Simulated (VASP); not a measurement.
## CoO: single point with r2SCAN

CoO:

```xyz
4
Lattice="2.6844 0.0000 0.0000 -1.3422 2.3248 0.0000 0.0000 0.0000 4.7898" Properties=species:S:1:pos:R:3 pbc="T T T"
Co    0.0000    0.0000    0.0000
Co    0.0000    0.0000    2.3949
O     0.0000    1.5499    1.1974
O     1.3422    0.7749    3.5923
```

```yaml
Program: VASP 6.6.1
Task: single point
Functional: r2SCAN
Potentials_or_basis: VASP PAW PBE potentials, release 64 (Co, O)
Cutoff: 660 eV
k_mesh: 18 × 18 × 8
Occupations: gaussian, width 0.1 eV
Spin: collinear spin, ferromagnetic start
Starting_moments: "[3.0, 3.0, 0.0, 0.0] μB"
```

```json
{
 "Pressure": "68.8 GPa",
 "Net moment": "4.97 μB per cell",
 "Site moments": "Co +2.24; O +0.23 μB",
 "Valence electrons inside the program's atomic spheres": "Co 8.43; O 5.16"
}
```

Stress tensor (GPa, compression positive):
```
65.99  0.00  0.00
 0.00 65.99  0.00
 0.00  0.00 74.53
```

Levels at points of the mesh, in eV from the Fermi level:
Spin up:
| k point | band 15 | band 16 | band 17 | band 18 | band 19 | band 20 | band 21 | band 22 |
| --- | --- | --- | --- | --- | --- | --- | --- | --- |
| (0.00, 0.00, 0.00) | -2.49 | -1.87 | 0.31 | 0.31 | 3.28 | 7.30 | 11.64 | 17.89 |
| (0.50, 0.00, 0.00) | -1.97 | -1.57 | 0.37 | 0.42 | 7.43 | 10.84 | 11.28 | 11.48 |
| (0.00, 0.00, 0.50) | -1.04 | -1.04 | -1.04 | -1.04 | 6.01 | 6.01 | 13.10 | 13.10 |
| (0.50, 0.00, 0.50) | -1.10 | -1.10 | -0.72 | -0.72 | 7.57 | 7.57 | 12.81 | 12.81 |
Spin down:
| k point | band 11 | band 12 | band 13 | band 14 | band 15 | band 16 |
| --- | --- | --- | --- | --- | --- | --- |
| (0.00, 0.00, 0.00) | -1.83 | -1.24 | -1.24 | 1.02 | 1.02 | 1.31 |
| (0.50, 0.00, 0.00) | -0.28 | -0.12 | 0.33 | 1.19 | 1.55 | 2.22 |
| (0.00, 0.00, 0.50) | -1.38 | -1.38 | -0.83 | -0.83 | 2.53 | 2.53 |
| (0.50, 0.00, 0.50) | -0.10 | -0.10 | 0.47 | 0.47 | 2.65 | 2.65 |

Run time: 17 min on 1 thread of Intel Xeon 6975P-C, with other jobs on the host, peak memory 0.42 GiB.

Caveat: the PAW data sets were made with another functional, which shifts forces and pressure a little; semilocal functionals often make such compounds metallic where correlation or magnetic order opens a gap, which also shifts bond lengths. With open d or f shells a metallic result of r2SCAN can be an artefact of self-interaction; +U or a hybrid may open a gap.
